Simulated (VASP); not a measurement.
# Ge6N (F-43m) in VASP: notebook, part 2 of 2

VASP 6.6.1. The steps go on from the part before.

### 3 Relaxation of cell and atoms, PBE

This run uses another cell than the first one, of 25.85 Å³/atom, 0.994 times its volume.

Contents of INCAR:

```
PREC = Accurate ; ENCUT = 600
EDIFF = 1E-6 ; ISMEAR = 0
SIGMA = 0.1 ; LREAL = F
LASPH = T ; NELM = 100
ALGO = Normal ; ISIF = 3
LWAVE = F ; LCHARG = F
GGA = PE ; IBRION = 2
NSW = 100 ; EDIFFG = -0.01
```

Contents of KPOINTS:

```
Automatic mesh
0
Gamma
  8 8 8
```

Contents of POSCAR:

```
Ge6N
1.0
    0.0000000000      4.4894380666      4.4894380666
    4.4894380666      0.0000000000      4.4894380666
    4.4894380666      4.4894380666      0.0000000000
Ge N
6 1
Direct
    0.4011121480      0.7966635561      0.4011121480
    0.4011121480      0.4011121480      0.4011121480
    0.7966635561      0.4011121480      0.4011121480
    0.4011121480      0.4011121480      0.7966635561
    0.0000000000      0.0000000000      0.0000000000
    0.2500000000      0.2500000000      0.2500000000
    0.7500000000      0.7500000000      0.7500000000
```

Potentials or basis: VASP PAW PBE potentials, release 64 (Ge_d, N).

Started as:

```bash
$ cat potpaw_PBE.64/Ge_d/POTCAR potpaw_PBE.64/N/POTCAR > POTCAR
$ mpirun -np 1 vasp_std > vasp.out
```

OUTCAR:

```text
PREC = Accurate
   ENCUT = 600
   EDIFF = 1E-6
   ISMEAR = 0
   LREAL = F
   LASPH = T
   NELM = 100
   ISIF = 3
   GGA = PE
   IBRION = 2
   NSW = 100
   EDIFFG = -0.01

 ion  position               nearest neighbor table
   1  0.401  0.797  0.401-   6 2.35   3 2.51   4 2.51   2 2.51
   2  0.401  0.401  0.401-   6 2.35   3 2.51   4 2.51   1 2.51
   3  0.797  0.401  0.401-   6 2.35   2 2.51   4 2.51   1 2.51
   4  0.401  0.401  0.797-   6 2.35   2 2.51   3 2.51   1 2.51
   5  0.000  0.000  0.000-
   6  0.250  0.250  0.250-   1 2.35   3 2.35   4 2.35   2 2.35
   7  0.750  0.750  0.750-

  LATTYP: Found a face centered cubic cell.
 ALAT       =     8.9788761332

  Lattice vectors:

 A1 = (   0.0000000000,   4.4894380666,   4.4894380666)
 A2 = (   4.4894380666,   0.0000000000,   4.4894380666)
 A3 = (   4.4894380666,   4.4894380666,   0.0000000000)

Analysis of symmetry for initial positions (statically):
=====================================================================
 Subroutine PRICEL returns:
 Original cell was already a primitive cell.

 Routine SETGRP: Setting up the symmetry group for a
 face centered cubic supercell.

 Subroutine GETGRP returns: Found 24 space group operations
 (whereof 24 operations were pure point group operations)
 out of a pool of 48 trial point group operations.

The static configuration has the point symmetry T_d .

Analysis of symmetry for dynamics (positions and initial velocities):
=====================================================================
 Subroutine PRICEL returns:
 Original cell was already a primitive cell.

 Routine SETGRP: Setting up the symmetry group for a
 face centered cubic supercell.

 Subroutine GETGRP returns: Found 24 space group operations
 (whereof 24 operations were pure point group operations)
 out of a pool of 48 trial point group operations.

The dynamic configuration has the point symmetry T_d .

 Subroutine INISYM returns: Found 24 space group operations
 (whereof 24 operations are pure point group operations),
 and found     1 'primitive' translations

----------------------------------------------------------------------------------------

                                     Primitive cell

  volume of cell :     180.9697

  direct lattice vectors                    reciprocal lattice vectors
     0.000000000  4.489438067  4.489438067    -0.111372513  0.111372513  0.111372513
     4.489438067  0.000000000  4.489438067     0.111372513 -0.111372513  0.111372513
     4.489438067  4.489438067  0.000000000     0.111372513  0.111372513 -0.111372513

  length of vectors
     6.349024201  6.349024201  6.349024201     0.192902851  0.192902851  0.192902851

  position of ions in fractional coordinates (direct lattice)
     0.401112148  0.796663556  0.401112148
     0.401112148  0.401112148  0.401112148
     0.796663556  0.401112148  0.401112148
[... 43 lines left out ...]
  0.000000  0.000000  0.000000      1.000000
  0.125000  0.000000  0.000000      8.000000
  0.250000  0.000000  0.000000      8.000000
  0.375000  0.000000  0.000000      8.000000
  0.500000  0.000000  0.000000      4.000000
  0.125000  0.125000  0.000000      6.000000
[... 16 lines left out ...]
  0.500000  0.250000  0.125000     48.000000
 -0.375000  0.250000  0.125000     24.000000
 [... further k-points ...]
   k-points           NKPTS =     29   k-points in BZ     NKDIM =     29   number of bands    NBANDS=     53
   number of dos      NEDOS =    301   number of ions     NIONS =      7
   total plane-waves  NPLWV = 157464
   dimension x,y,z NGX =    54 NGY =   54 NGZ =   54
   dimension x,y,z NGXF=   108 NGYF=  108 NGZF=  108
   ions per type =               6   1
   NGX,Y,Z   is equivalent  to a cutoff of  14.14, 14.14, 14.14 a.u.
   NGXF,Y,Z  is equivalent  to a cutoff of  28.28, 28.28, 28.28 a.u.
 SYSTEM =  unknown system
   PREC   = accura    normal or accurate (medium, high low for compatibility)
   ISTART =      0    job   : 0-new  1-cont  2-samecut
   ICHARG =      2    charge: 1-file 2-atom 10-const
   ISPIN  =      1    spin polarized calculation?
   LNONCOLLINEAR =      F non collinear calculations
   LSORBIT =      F    spin-orbit coupling
   LASPH  =      T    aspherical Exc in radial PAW
   ENCUT  =  600.0 eV  44.10 Ry    6.64 a.u.  12.68 12.68 12.68*2*pi/ulx,y,z
   NELM   =    100;   NELMIN=  2; NELMDL= -5     # of ELM steps
   EDIFF  = 0.1E-05   stopping-criterion for ELM
   LREAL  =      F    real-space projection
   EDIFFG = -.1E-01   stopping-criterion for IOM
   NSW    =    100    number of steps for IOM
   IBRION =      2    ionic relax: 0-MD 1-quasi-New 2-CG
   NFREE  =      1    steps in history (QN), initial steepest desc. (CG)
   ISIF   =      3    stress and relaxation
   ISYM   =      2    0-nonsym 1-usesym 2-fastsym
   POTIM  = 0.5000    time-step for ionic-motion
   TEBEG  =    0.0;   TEEND  =   0.0 temperature during run
   PSTRESS=    0.0 pullay stress
   NELECT =      89.0000    total number of electrons
   NUPDOWN=      -1.0000    fix difference up-down
   EMIN   =  10.00;   EMAX   =-10.00  energy-range for DOS
   EFERMI =   0.00;   METHOD = LEGACY
   ISMEAR =     0;   SIGMA  =   0.10  broadening in eV -4-tet -1-fermi 0-gaus
   EFERMI_NEDOS =   21; number of points for ismear=-14 and -15
   IALGO  =     38    algorithm
   IMIX   =      4    mixing-type and parameters
     AMIX     =   0.40;   BMIX     =  1.00
     AMIX_MAG =   1.60;   BMIX_MAG =  1.00
  volume/ion in A,a.u.               =      25.85       174.46
  Fermi-wavevector in a.u.,A,eV,Ry     =   1.292219  2.441940 22.719422  1.669830
  Thomas-Fermi vector in A             =   2.423941
   LORBIT       =      0    0 simple, 1 ext, 2 COOP (PROOUT), +10 PAW based schemes
   GGA     = PE    functional components
   LHFCALC =     F    Hartree Fock is set to
   AEXX    =    0.0000 exact exchange contribution
   IVDW    =     0    specifies the selected vdW correction
   LEPSILON=     F    determine dielectric tensor
   LRPA    =     F    only Hartree local field effects (RPA)
 conjugate gradient relaxation of ions
 non-spin polarized calculation
 Gauss-broadening in eV      SIGMA  =   0.10
  energy-cutoff  :      600.00
  volume of cell :      180.97
 maximum number of plane-waves:      6065
 NGX is ok and might be reduce to    54
   NGX = 25   NGY = 25   NGZ = 25

--------------------------------------- Ionic step        1  -------------------------------------------

 number of electron      88.9999991 magnetization

 Free energy of the ion-electron system (eV)
  ---------------------------------------------------
  ext. energy  EPLUGINS =         0.00000000
  ---------------------------------------------------
  free energy    TOTEN  =       -24.20524145 eV

  energy without entropy =      -24.16105591  energy(sigma->0) =      -24.18314868

------------------------ aborting loop because EDIFF is reached ----------------------------------------

  FORCE on cell =-STRESS in cart. coord.  units (eV):
  Direction    XX          YY          ZZ          XY          YZ          ZX
  --------------------------------------------------------------------------------------
  -------------------------------------------------------------------------------------
  Total        0.2990262      0.2990262      0.2990262      0.0000000     -0.0000000      0.0000000
  in kB        2.6473650      2.6473650      2.6473650      0.0000000     -0.0000000      0.0000000
  external PRESSURE =       2.6473650 kB  Pullay stress =       0.0000000 kB
[... 110 lines left out ...]
--------------------------------------- Ionic step        4  -------------------------------------------

 number of electron      88.9999994 magnetization

 Free energy of the ion-electron system (eV)
  ---------------------------------------------------
  ext. energy  EPLUGINS =         0.00000000
  ---------------------------------------------------
  free energy    TOTEN  =       -24.20620805 eV

  energy without entropy =      -24.16173632  energy(sigma->0) =      -24.18397219

 E-fermi :   2.6923     XC(G=0):  -9.0907

 val. band max:        2.6739967046   @ k =   0.2500   0.0000   0.0000
 cond. band min:       2.7052599583   @ k =   0.5000   0.3750   0.0000
 fundamental gap:      0.0312632537
 Fermi energy:         2.6923049035

 k-point     1 :       0.0000    0.0000    0.0000
  band No.  band energies     occupation
      1     -22.7883      2.00000
      2     -22.7883      2.00000
      3     -22.7883      2.00000
      4     -22.7881      2.00000
      5     -22.7881      2.00000
      6     -22.4759      2.00000
[... 1333 lines left out ...]
     52       5.1683      0.00000
     53       6.4041      0.00000

 [... further k-points ...]

------------------------ aborting loop because EDIFF is reached ----------------------------------------

  FORCE on cell =-STRESS in cart. coord.  units (eV):
  Direction    XX          YY          ZZ          XY          YZ          ZX
  --------------------------------------------------------------------------------------
  -------------------------------------------------------------------------------------
  Total        0.0510585      0.0510585      0.0510585      0.0000000      0.0000000      0.0000000
  in kB        0.4497657      0.4497657      0.4497657      0.0000000      0.0000000      0.0000000
  external PRESSURE =       0.4497657 kB  Pullay stress =       0.0000000 kB
[... 22 lines left out ...]
  FREE ENERGIE OF THE ION-ELECTRON SYSTEM (eV)
  ---------------------------------------------------
  free  energy   TOTEN  =       -24.2062080487 eV

  energy  without entropy=      -24.1617363231  energy(sigma->0) =      -24.18397219

 reached required accuracy - stopping structural energy minimisation
```

Run time: 12 min. Hardware: 1 thread of AMD EPYC 9R45 (Zen 5), shared host; peak memory 0.54 GiB.

What came out:

* Free energy: -24.2062 eV
* Relaxed volume: 25.98 Å³/atom
* Relaxed cell: a = 6.360 Å, b = 6.360 Å, c = 6.360 Å, α = 60.00°, β = 60.00°, γ = 60.00°
* Space group after relaxing (to 0.05 Å): F-43m (No. 216)
* Energy gained by relaxing: 0.1 meV/atom
* Ionic steps: 4
* Pressure after relaxing: 0.0 GPa

Forces in eV/Å, atoms in the order of the input:
```
Ge   0.001 -0.001  0.001
Ge  -0.001 -0.001 -0.001
Ge  -0.001  0.001  0.001
Ge   0.001  0.001 -0.001
Ge   0.000  0.000  0.000
Ge   0.000  0.000  0.000
N    0.000  0.000  0.000
```

The path:
| step | energy change (eV) | largest force (eV/Å) | pressure (GPa) | volume (Å³) |
| --- | --- | --- | --- | --- |
| 1 | 0.0000 | 0.0721 | 0.26 | 180.97 |
| 2 | -0.0008 | 0.0446 | -0.02 | 182.09 |
| 3 | -0.0009 | 0.0117 | 0.02 | 181.77 |
| 4 | -0.0010 | 0.0024 | 0.04 | 181.88 |

Final structure:
```
Ge N
1.0
     0.00000    4.49698    4.49698
     4.49698    0.00000    4.49698
     4.49698    4.49698    0.00000
Ge N
6 1
Direct
  0.40098 0.79705 0.40098
  0.40098 0.40098 0.40098
  0.79705 0.40098 0.40098
  0.40098 0.40098 0.79705
  0.00000 0.00000 0.00000
  0.25000 0.25000 0.25000
  0.75000 0.75000 0.75000
```
